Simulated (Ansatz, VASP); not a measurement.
**WC in VASP and in Ansatz**

```
W C
1.0
     2.90650    0.00000    0.00000
    -1.45325    2.51710    0.00000
     0.00000    0.00000    2.83660
W C
1 1
Direct
  0.00000 0.00000 0.00000
  0.66667 0.33333 0.50000
```

Alike in both runs: task single point; functional PBE; k mesh 10 × 10 × 9; occupations gaussian, width 0.024 eV; no spin polarisation.

|  | VASP | Ansatz |
| --- | --- | --- |
| version | VASP 6.6.1 | Ansatz 0.2.0 |
| potentials or method | VASP PAW PBE potentials, release 64 (W_sv, C_h) | Ansatz PAW |
| plane-wave cutoff (eV) | 1300 | 420 |
| valence electrons in the cell | 18 | 18 |

```tsv
	VASP	Ansatz	Ansatz less VASP
gap on the k mesh at the Fermi level (eV)	none	none	-
pressure (GPa)	6.7	5.6	-1.13
traceless stress, the component that is largest in VASP (GPa)	-0.43	-0.62	-0.192
```

A gap of «none» marks a metal or a gap that the smearing closes.

Neither program's run includes spin-orbit coupling.
